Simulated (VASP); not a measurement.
# Ta2SiO3: single point with PBE

Ta2SiO3:

```
Ta Si O
1.0
     0.00000   -2.71710    0.00000
    -5.43421    0.00000    0.00000
     0.00000    0.00000  -13.39356
Ta Si O
4 2 6
Direct
  0.50000 0.75000 0.60743
  0.50000 0.25000 0.60743
  0.50000 0.75000 0.39257
  0.50000 0.25000 0.39257
  0.50000 0.75000 0.00000
  0.50000 0.25000 0.00000
  0.00000 0.00000 0.31734
  0.00000 0.50000 0.31734
  0.00000 0.00000 0.68266
  0.00000 0.50000 0.68266
  0.00000 0.00000 0.50000
  0.00000 0.50000 0.50000
```

```
Program                : VASP 6.6.1
Task                   : single point
Functional             : PBE
Potentials or basis    : VASP PAW PBE potentials, release 64 (Ta_pv, Si, O)
Cutoff                 : 600 eV
k mesh                 : 8 × 4 × 2
Occupations            : gaussian, width 0.2 eV
Spin                   : no spin polarisation
Dipole correction      : no
Further INCAR settings : ALGO = Normal; EDIFF = 1e-06; NBANDS = 56
```

The pressure is 0.6 GPa and the largest force is 0.136 eV/Å. The band gap on the k mesh is zero (band 44 reaches 4.94 eV, above the bottom of band 45 at 3.04 eV).

Forces on the atoms (eV/Å):
```
Ta   0.000  0.000 -0.136
Ta   0.000  0.000 -0.136
Ta   0.000  0.000  0.136
Ta   0.000  0.000  0.136
Si   0.000  0.000  0.000
Si   0.000  0.000  0.000
O    0.000  0.000 -0.051
O    0.000  0.000 -0.051
O    0.000  0.000  0.051
O    0.000  0.000  0.051
O    0.000  0.000  0.000
O    0.000  0.000  0.000
```

Stress tensor (GPa, compression positive):
```
0.84 0.00 0.00
0.00 0.84 0.00
0.00 0.00 0.07
```

Levels at points of the mesh, in eV from the Fermi level:
| k point | band 40 | band 41 | band 42 | band 43 | band 44 | band 45 | band 46 | band 47 | band 48 | band 49 |
| --- | --- | --- | --- | --- | --- | --- | --- | --- | --- | --- |
| (0.00, 0.00, 0.00) | -4.01 | -3.94 | -2.42 | -2.15 | -1.78 | -1.00 | -0.19 | 1.06 | 1.64 | 1.86 |
| (0.50, 0.00, 0.00) | -1.78 | -1.74 | -1.43 | -1.13 | -1.13 | -0.19 | 1.06 | 1.86 | 2.23 | 2.23 |
| (0.00, 0.50, 0.00) | -2.33 | -1.99 | -1.99 | -1.07 | -1.07 | 0.17 | 0.17 | 0.82 | 0.82 | 1.49 |
| (0.50, 0.50, 0.00) | -2.93 | -1.29 | -1.29 | -0.05 | -0.05 | 1.73 | 1.73 | 2.01 | 2.01 | 2.43 |
| (0.00, 0.00, 0.50) | -4.05 | -3.91 | -2.43 | -2.19 | -1.78 | -0.99 | -0.19 | 1.06 | 1.79 | 1.86 |
| (0.50, 0.00, 0.50) | -1.78 | -1.74 | -1.43 | -1.13 | -1.13 | -0.19 | 1.06 | 1.86 | 2.23 | 2.23 |
| (0.00, 0.50, 0.50) | -2.33 | -1.99 | -1.99 | -1.08 | -1.08 | 0.18 | 0.18 | 0.82 | 0.82 | 1.49 |
| (0.50, 0.50, 0.50) | -2.93 | -1.29 | -1.29 | -0.05 | -0.05 | 1.73 | 1.73 | 2.08 | 2.08 | 2.34 |

Run time: 9.4 min on 1 thread of Intel Xeon 6975P-C, with other jobs on the host, peak memory 0.55 GiB.

Caveat: spin-orbit coupling is left out, which moves the levels of the heavy elements.
